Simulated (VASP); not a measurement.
Write the native input for VASP 6.6.1 that does the following.

* Task: single point
* Functional: LDA
* Potentials or basis: VASP PAW LDA potentials, release 64 (Ba_sv)
* Cutoff: 520 eV
* k mesh: 11 × 11 × 11
* Occupations: fermi-dirac, width 0.05 eV
* Spin: no spin polarisation
* Dipole correction: no
* Further INCAR settings: ALGO = Normal; EDIFF = 1e-06; NBANDS = 11

The structure of Ba lies in POSCAR:

```
Ba
1.0
   -2.0919579037      2.0919579037      2.0919579037
    2.0919579037     -2.0919579037      2.0919579037
    2.0919579037      2.0919579037     -2.0919579037
Ba
1
Direct
    0.0000000000      0.0000000000      0.0000000000
```

The input as run:

INCAR

```
SYSTEM = Ba
  PREC = Accurate
  ENCUT = 520
  EDIFF = 1E-6
  ISMEAR = -1
  SIGMA = 0.05
  LREAL = .FALSE.
  LASPH = .TRUE.
  NELM = 80
  ALGO = Normal
  ISIF = 2
  LWAVE = .FALSE.
  LCHARG = .FALSE.
  GGA = CA
  NBANDS = 11
```

KPOINTS

```
regular mesh
0
G
  11 11 11
  0 0 0
```

Potentials or basis: VASP PAW LDA potentials, release 64 (Ba_sv).

Launch:

```bash
$ cat potpaw_LDA.64/Ba_sv/POTCAR > POTCAR
$ mpirun -np 1 vasp_std > vasp.out
```

It gave:

```yaml
Pressure: 7.1 GPa
Band_gap_on_the_k_mesh: zero (bands 5 and 6 overlap by 2.38 eV)
```

Caveat: the cell stands under pressure; spin-orbit coupling is left out, which moves the levels of the heavy elements.

It took 30 s on 1 thread of AMD EPYC 7R43 64-Core Processor (Zen 3) (shared host), peak memory 0.12 GiB.
